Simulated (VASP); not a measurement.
Set up this calculation in VASP 6.6.1, as the native input.

```yaml
Task: single point
Functional: PBEsol
Potentials_or_basis: VASP PAW PBE potentials, release 64 (Si, Ni)
Cutoff: 520 eV
k_mesh: 16 × 16 × 16
Occupations: gaussian, width 0.1 eV
Spin: no spin polarisation
Dipole_correction: no
Further_INCAR_settings: ALGO = Normal; EDIFF = 1e-07; NBANDS = 25
```

The structure of SiNi3 lies in POSCAR:

```
SiNi3
1.0
    3.5650831211      0.0000000000      0.0000000000
    0.0000000000      3.5650831211      0.0000000000
    0.0000000000      0.0000000000      3.3508754113
Si Ni
1 3
Direct
    0.0000000000      0.0000000000      0.0000000000
    0.0000000000      0.5000000000      0.5000000000
    0.5000000000      0.0000000000      0.5000000000
    0.5000000000      0.5000000000      0.0000000000
```

This cell differs from its parent crystal: biaxial strain in the a-b plane: +3.0 %, then relaxed in part.

One way to write it, as run:

INCAR

```
PREC = Accurate ; ENCUT = 520
EDIFF = 1E-7 ; ISMEAR = 0
SIGMA = 0.1 ; LREAL = False
LASPH = True ; NELM = 100
ALGO = Normal ; ISIF = 2
LWAVE = False ; LCHARG = False
GGA = PS ; NBANDS = 25
```

KPOINTS

```
Automatic mesh
0
Gamma
  16 16 16
```

Potentials or basis: VASP PAW PBE potentials, release 64 (Si, Ni).

The run is started by

```sh
$ cat potpaw_PBE.64/Si/POTCAR potpaw_PBE.64/Ni/POTCAR > POTCAR
$ mpirun -np 1 vasp_std > vasp.out
```

Results of the run:

- Pressure: -5.5 GPa
- Band gap on the k mesh: zero (band 17 reaches 10.80 eV, above the bottom of band 18 at 10.43 eV)

Caveat: the cell differs from its parent crystal (biaxial strain in the a-b plane: +3.0 %, then relaxed in part); the PAW data sets were made with another functional, which shifts forces and pressure a little.

Run time: 7.2 min on 1 thread of Intel(R) Xeon(R) Platinum 8259CL CPU @ 2.50GHz (Skylake/Cascade Lake) (shared host), peak memory 0.44 GiB.
